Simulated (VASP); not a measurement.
# KNd2Sb3 in VASP: notebook

The runs below take KNd2Sb3 through single point, with PBE.

Everything below comes from runs of VASP 6.6.1. Logs are shortened: lines on timing, memory, paths and dates and some standing lists are left out, and cuts for length are marked.

## Step 1: The cell of the first run

The structure is hexagonal, space group P6/mmm (No. 191). The conventional cell has a = 5.884 Å, b = 5.884 Å, c = 6.529 Å, α = 90.00°, β = 90.00°, γ = 120.00°. K (site symmetry 6/mmm) has 8 Sb at 3.26 to 3.40 Å within 4.3 Å. Nd (site symmetry -6m2) has 5 Sb at 3.26 to 3.40 Å and 3 Nd at 3.40 Å within 4.3 Å. Within 4.3 Å of Sb (site symmetry -6m2) lie 2 Nd at 3.26 Å and 3 Sb at 3.40 Å and 3 K at 3.40 Å. Sb (site symmetry 6/mmm) has 2 K at 3.26 Å and 6 Nd at 3.40 Å within 4.3 Å.

The cell was built from a structure type or drawn by symmetry, and may not be a known phase.

## Step 2: Single point, PBE

Input file INCAR:

```
SYSTEM = KNd2Sb3
ALGO = Normal ; EDIFF = 1E-6
ENCUT = 500 ; GGA = PE
GGA_COMPAT = .FALSE. ; ISIF = 2
ISMEAR = 0 ; LASPH = .TRUE.
LCHARG = .FALSE. ; LMAXMIX = 6
LREAL = .FALSE. ; LWAVE = .FALSE.
NBANDS = 32 ; NELM = 200
PREC = Accurate ; SIGMA = 0.2
```

Input file KPOINTS:

```
k-points
0
G
  3 3 3
  0 0 0
```

Input file POSCAR:

```
KNd2Sb3
1.0
    5.8837407860      0.0000000000      0.0000000000
   -2.9418703930      5.0954689900      0.0000000000
    0.0000000000      0.0000000000      6.5293236485
K Nd Sb
1 2 3
Direct
    0.0000000000      0.0000000000      0.0000000000
    0.3333333333      0.6666666667      0.5000000000
    0.6666666667      0.3333333333      0.5000000000
    0.3333333333      0.6666666667      0.0000000000
    0.6666666667      0.3333333333      0.0000000000
    0.0000000000      0.0000000000      0.5000000000
```

Potentials or basis: VASP PAW PBE potentials, release 64 (K_sv, Nd_3, Sb), 4f in core.

Launch:

```bash
$ cat potpaw_PBE.64/K_sv/POTCAR potpaw_PBE.64/Nd_3/POTCAR potpaw_PBE.64/Sb/POTCAR > POTCAR
$ mpirun -np 1 vasp_std > vasp.out
```

OUTCAR:

```text
SYSTEM = KNd2Sb3
   EDIFF = 1E-6
   ENCUT = 500
   GGA = PE
   ISIF = 2
   ISMEAR = 0
   LASPH = .TRUE.
   LREAL = .FALSE.
   NELM = 200
   PREC = Accurate

 ion  position               nearest neighbor table
   1  0.000  0.000  0.000-   6 3.26   6 3.26   4 3.40   5 3.40   5 3.40   4 3.40   5 3.40   4 3.40

   2  0.333  0.667  0.500-   4 3.26   4 3.26   6 3.40   3 3.40   3 3.40   6 3.40   6 3.40   3 3.40

   3  0.667  0.333  0.500-   5 3.26   5 3.26   6 3.40   2 3.40   2 3.40   6 3.40   6 3.40   2 3.40

   4  0.333  0.667  0.000-   2 3.26   2 3.26   1 3.40   5 3.40   5 3.40   1 3.40   1 3.40   5 3.40

   5  0.667  0.333  0.000-   3 3.26   3 3.26   4 3.40   1 3.40   4 3.40   1 3.40   1 3.40   4 3.40

   6  0.000  0.000  0.500-   1 3.26   1 3.26   3 3.40   2 3.40   3 3.40   2 3.40   3 3.40   2 3.40

  LATTYP: Found a hexagonal cell.
 ALAT       =     5.8837407860
 C/A-ratio  =     1.1097231992

  Lattice vectors:

 A1 = (   5.8837407860,   0.0000000000,   0.0000000000)
 A2 = (  -2.9418703930,   5.0954689900,   0.0000000000)
 A3 = (   0.0000000000,   0.0000000000,   6.5293236485)

Analysis of symmetry for initial positions (statically):
=====================================================================
 Subroutine PRICEL returns:
 Original cell was already a primitive cell.

 Routine SETGRP: Setting up the symmetry group for a
 hexagonal supercell.

 Subroutine GETGRP returns: Found 24 space group operations
 (whereof 24 operations were pure point group operations)
 out of a pool of 24 trial point group operations.

The static configuration has the point symmetry D_6h.

Analysis of symmetry for dynamics (positions and initial velocities):
=====================================================================
 Subroutine PRICEL returns:
 Original cell was already a primitive cell.

 Routine SETGRP: Setting up the symmetry group for a
 hexagonal supercell.

 Subroutine GETGRP returns: Found 24 space group operations
 (whereof 24 operations were pure point group operations)
 out of a pool of 24 trial point group operations.

The dynamic configuration has the point symmetry D_6h.

 Subroutine INISYM returns: Found 24 space group operations
 (whereof 24 operations are pure point group operations),
 and found     1 'primitive' translations

----------------------------------------------------------------------------------------

                                     Primitive cell

  volume of cell :     195.7519

  direct lattice vectors                    reciprocal lattice vectors
     5.883740786  0.000000000  0.000000000     0.169959901  0.098126394  0.000000000
    -2.941870393  5.095468990  0.000000000     0.000000000  0.196252789  0.000000000
     0.000000000  0.000000000  6.529323649     0.000000000  0.000000000  0.153155220

  length of vectors
     5.883740786  5.883740786  6.529323649     0.196252789  0.196252789  0.153155220

  position of ions in fractional coordinates (direct lattice)
     0.000000000  0.000000000  0.000000000
     0.333333333  0.666666667  0.500000000
     0.666666667  0.333333333  0.500000000
     0.333333333  0.666666667  0.000000000
     0.666666667  0.333333333  0.000000000
     0.000000000  0.000000000  0.500000000

  ion indices of the primitive-cell ions
   primitive index   ion index
                 1           1
                 2           2
                 3           3
                 4           4
                 5           5
                 6           6

----------------------------------------------------------------------------------------

 KPOINTS: k-points

Automatic generation of k-mesh.
 Grid dimensions read from file:
 generate k-points for:    3    3    3

 Generating k-lattice:

  Cartesian coordinates                     Fractional coordinates (reciprocal lattice)
     0.056653300  0.032708798  0.000000000     0.333333333 -0.000000000  0.000000000
     0.000000000  0.065417596  0.000000000     0.000000000  0.333333333  0.000000000
     0.000000000  0.000000000  0.051051740     0.000000000  0.000000000  0.333333333

  Length of vectors
     0.065417596  0.065417596  0.051051740

  Shift w.r.t. Gamma in fractional coordinates (k-lattice)
     0.000000000  0.000000000  0.000000000

 Subroutine IBZKPT returns following result:
 ===========================================

 Found      6 irreducible k-points:

 Following reciprocal coordinates:
            Coordinates               Weight
  0.000000  0.000000  0.000000      1.000000
  0.333333  0.000000  0.000000      6.000000
  0.333333  0.333333  0.000000      2.000000
  0.000000  0.000000  0.333333      2.000000
  0.333333  0.000000  0.333333     12.000000
  0.333333  0.333333  0.333333      4.000000
   k-points           NKPTS =      6   k-points in BZ     NKDIM =      6   number of bands    NBANDS=     32
   number of dos      NEDOS =    301   number of ions     NIONS =      6
   total plane-waves  NPLWV = 110592
   dimension x,y,z NGX =    48 NGY =   48 NGZ =   48
   dimension x,y,z NGXF=    96 NGYF=   96 NGZF=   96
   ions per type =               1   2   3
   NGX,Y,Z   is equivalent  to a cutoff of  13.56, 13.56, 12.22 a.u.
   NGXF,Y,Z  is equivalent  to a cutoff of  27.12, 27.12, 24.44 a.u.
 SYSTEM =  KNd2Sb3
   PREC   = accura    normal or accurate (medium, high low for compatibility)
   ISTART =      0    job   : 0-new  1-cont  2-samecut
   ICHARG =      2    charge: 1-file 2-atom 10-const
   ISPIN  =      1    spin polarized calculation?
   LNONCOLLINEAR =      F non collinear calculations
   LSORBIT =      F    spin-orbit coupling
   LASPH  =      T    aspherical Exc in radial PAW
   ENCUT  =  500.0 eV  36.75 Ry    6.06 a.u.  10.73 10.73 11.90*2*pi/ulx,y,z
   NELM   =    200;   NELMIN=  2; NELMDL= -5     # of ELM steps
   EDIFF  = 0.1E-05   stopping-criterion for ELM
   LREAL  =      F    real-space projection
   EDIFFG = 0.1E-04   stopping-criterion for IOM
   NSW    =      0    number of steps for IOM
   IBRION =     -1    ionic relax: 0-MD 1-quasi-New 2-CG
   NFREE  =      0    steps in history (QN), initial steepest desc. (CG)
   ISIF   =      2    stress and relaxation
   ISYM   =      2    0-nonsym 1-usesym 2-fastsym
   POTIM  = 0.5000    time-step for ionic-motion
   TEBEG  =    0.0;   TEEND  =   0.0 temperature during run
   PSTRESS=    0.0 pullay stress
   NELECT =      46.0000    total number of electrons
   NUPDOWN=      -1.0000    fix difference up-down
   EMIN   =  10.00;   EMAX   =-10.00  energy-range for DOS
   EFERMI =   0.00;   METHOD = LEGACY
   ISMEAR =     0;   SIGMA  =   0.20  broadening in eV -4-tet -1-fermi 0-gaus
   EFERMI_NEDOS =   21; number of points for ismear=-14 and -15
   IALGO  =     38    algorithm
   IMIX   =      4    mixing-type and parameters
     AMIX     =   0.40;   BMIX     =  1.00
     AMIX_MAG =   1.60;   BMIX_MAG =  1.00
  volume/ion in A,a.u.               =      32.63       220.17
  Fermi-wavevector in a.u.,A,eV,Ry     =   1.010242  1.909081 13.885959  1.020589
  Thomas-Fermi vector in A             =   2.143219
   LORBIT       =      0    0 simple, 1 ext, 2 COOP (PROOUT), +10 PAW based schemes
   GGA     = PE    functional components
   LHFCALC =     F    Hartree Fock is set to
   AEXX    =    0.0000 exact exchange contribution
   IVDW    =     0    specifies the selected vdW correction
   LEPSILON=     F    determine dielectric tensor
   LRPA    =     F    only Hartree local field effects (RPA)
 non-spin polarized calculation
 Gauss-broadening in eV      SIGMA  =   0.20
  energy-cutoff  :      500.00
  volume of cell :      195.75
 maximum number of plane-waves:      5010
 NGX is ok and might be reduce to    48
   NGX = 21   NGY = 21   NGZ = 23

 number of electron      45.9999999 magnetization

 Free energy of the ion-electron system (eV)
  ---------------------------------------------------
  ext. energy  EPLUGINS =         0.00000000
  ---------------------------------------------------
  free energy    TOTEN  =       -24.58758076 eV

  energy without entropy =      -24.41576088  energy(sigma->0) =      -24.50167082

 E-fermi :   4.6575     XC(G=0):  -9.2820

 val. band max:        4.6559255260   @ k =   0.3333   0.3333   0.0000
 cond. band min:       4.6742824390   @ k =   0.0000   0.0000   0.0000
 fundamental gap:      0.0183569130
 Fermi energy:         4.6574687621

 k-point     1 :       0.0000    0.0000    0.0000
  band No.  band energies     occupation
      1     -33.9402      2.00000
      2     -33.7913      2.00000
      3     -25.6776      2.00000
      4     -15.4045      2.00000
      5     -15.4045      2.00000
      6     -15.0410      2.00000
[... 24 lines left out ...]
     31       6.2910      0.00000
     32       6.4139      0.00000

 k-point     2 :       0.3333    0.0000    0.0000
  band No.  band energies     occupation
      1     -33.9091      2.00000
      2     -33.8231      2.00000
      3     -25.6773      2.00000
      4     -15.4573      2.00000
      5     -15.3085      2.00000
      6     -15.0006      2.00000
[... 24 lines left out ...]
     31       7.2957      0.00000
     32       7.4793      0.00000

 k-point     3 :       0.3333    0.3333    0.0000
  band No.  band energies     occupation
      1     -33.8663      2.00000
      2     -33.8663      2.00000
      3     -25.6771      2.00000
      4     -15.5150      2.00000
      5     -15.0752      2.00000
      6     -15.0752      2.00000
[... 24 lines left out ...]
     31       7.1283      0.00000
     32       7.2307      0.00000

 k-point     4 :       0.0000    0.0000    0.3333
  band No.  band energies     occupation
      1     -33.9403      2.00000
      2     -33.7913      2.00000
      3     -25.6776      2.00000
      4     -15.4042      2.00000
      5     -15.4042      2.00000
      6     -15.0454      2.00000
[... 24 lines left out ...]
     31       7.5371      0.00000
     32       8.9011      0.00000

 k-point     5 :       0.3333    0.0000    0.3333
  band No.  band energies     occupation
      1     -33.9092      2.00000
      2     -33.8232      2.00000
      3     -25.6773      2.00000
      4     -15.4569      2.00000
      5     -15.3083      2.00000
      6     -15.0046      2.00000
[... 24 lines left out ...]
     31       7.5814      0.00000
     32       8.1513      0.00000

 k-point     6 :       0.3333    0.3333    0.3333
  band No.  band energies     occupation
      1     -33.8664      2.00000
      2     -33.8664      2.00000
      3     -25.6772      2.00000
      4     -15.5148      2.00000
      5     -15.0750      2.00000
      6     -15.0750      2.00000
[... 24 lines left out ...]
     31       8.6061      0.00000
     32       8.8597      0.00000

------------------------ aborting loop because EDIFF is reached ----------------------------------------

  FORCE on cell =-STRESS in cart. coord.  units (eV):
  Direction    XX          YY          ZZ          XY          YZ          ZX
  --------------------------------------------------------------------------------------
  -------------------------------------------------------------------------------------
  Total        0.1350835      0.1350835      0.0982642      0.0000000     -0.0000000      0.0000000
  in kB        1.1056227      1.1056227      0.8042663      0.0000000     -0.0000000      0.0000000
  external PRESSURE =       1.0051706 kB  Pullay stress =       0.0000000 kB

 VOLUME and BASIS-vectors are now :
 -----------------------------------------------------------------------------
  energy-cutoff  :      500.00
  volume of cell :      195.75
      direct lattice vectors                 reciprocal lattice vectors
     5.883740786  0.000000000  0.000000000     0.169959901  0.098126394  0.000000000
    -2.941870393  5.095468990  0.000000000     0.000000000  0.196252789  0.000000000
     0.000000000  0.000000000  6.529323649     0.000000000  0.000000000  0.153155220

 POSITION                                       TOTAL-FORCE (eV/Angst)
 -----------------------------------------------------------------------------------
      0.00000      0.00000      0.00000         0.000000     -0.000000     -0.000000
     -0.00000      3.39698      3.26466         0.000000     -0.000000     -0.000000
      2.94187      1.69849      3.26466        -0.000000      0.000000      0.000000
     -0.00000      3.39698      0.00000        -0.000000     -0.000000      0.000000
      2.94187      1.69849      0.00000         0.000000     -0.000000     -0.000000
      0.00000      0.00000      3.26466         0.000000     -0.000000     -0.000000
 -----------------------------------------------------------------------------------
    total drift:                               -0.000000      0.000000     -0.000000

  FREE ENERGIE OF THE ION-ELECTRON SYSTEM (eV)
  ---------------------------------------------------
  free  energy   TOTEN  =       -24.5875807620 eV

  energy  without entropy=      -24.4157608837  energy(sigma->0) =      -24.50167082
```

Wall time 42 s (1 thread of Intel Xeon 6975P-C (Granite Rapids), shared host); peak memory 0.3 GiB.

Results:

```yaml
Free_energy: -24.5876 eV
Pressure: 0.1 GPa
Band_gap_on_the_k_mesh: zero (bands 23 and 24 overlap by 0.16 eV)
```

Caveat: the k points lie up to 0.41 Å⁻¹ apart; spin-orbit coupling is left out, which moves the levels of the heavy elements; the 4f electrons are frozen in the core, so they carry no moment and show no levels.

[end of part 1 of 2]
